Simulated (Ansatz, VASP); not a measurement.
# In: VASP beside Ansatz

Contents of INCAR:

```
SYSTEM = In
PREC     = Accurate       ! precision mode
ENCUT    = 500            ! plane-wave cutoff, eV
EDIFF    = 1E-6           ! SCF threshold, eV
ISMEAR   = 0              ! smearing method
SIGMA    = 0.1            ! smearing width, eV
LREAL    = .FALSE.        ! projectors in reciprocal space
LASPH    = .TRUE.         ! aspherical terms in the spheres
NELM     = 120            ! most SCF steps
ALGO     = Normal         ! electronic algorithm
ISIF     = 2              ! what is computed and relaxed
LWAVE    = .FALSE.        ! write WAVECAR
LCHARG   = .TRUE.         ! write CHGCAR
GGA      = PE             ! functional
LELF     = .TRUE.         ! ELF
LVHAR    = .TRUE.       
NBANDS   = 12             ! bands
GGA_COMPAT= .FALSE.
```

The input KPOINTS:

```
Automatic mesh
0
G
  16 16 16
  0 0 0
```

The input POSCAR:

```
In
1.0
    0.0000000000      2.3688395862      2.3688395862
    2.3688395862      0.0000000000      2.3688395862
    2.3688395862      2.3688395862      0.0000000000
In
1
Direct
    0.0000000000      0.0000000000      0.0000000000
```

Input for Ansatz:

```yaml
crystal:
  lattice:
    - [0.0, 2.3688395862, 2.3688395862]
    - [2.3688395862, 0.0, 2.3688395862]
    - [2.3688395862, 2.3688395862, 0.0]
  atoms:
    - { symbol: In, position: [0.0, 0.0, 0.0] }
basis:
  ecutwfc: 420
kpoints:
  mp_grid: { grid: [16, 16, 16] }
hamiltonian:
  xc: pbe
scf:
  occupations: { method: gaussian, width: 0.1 }
output:
  forces: true
  stress: true
  eigenvalues: true
  populations: true
```

Alike in both runs: task single point; functional PBE; k mesh 16 × 16 × 16; occupations gaussian, width 0.1 eV; no spin polarisation.

|  | VASP | Ansatz |
| --- | --- | --- |
| version | VASP 6.6.1 | Ansatz 0.2.0 |
| potentials or method | VASP PAW PBE potentials, release 64 (In_d), cutoff 500 eV | scalar-relativistic, plane waves, PAW |
| valence electrons in the cell | 13 | 13 |

|  | VASP | Ansatz | Ansatz less VASP |
| --- | --- | --- | --- |
| gap on the k mesh at the Fermi level (eV) | none | none | - |
| pressure (GPa) | 1.3 | 1.4 | +0.04 |

A gap of «none» marks a metal or a gap that the smearing closes. With one functional, cell and mesh, what is left measures potentials, basis and numerics.
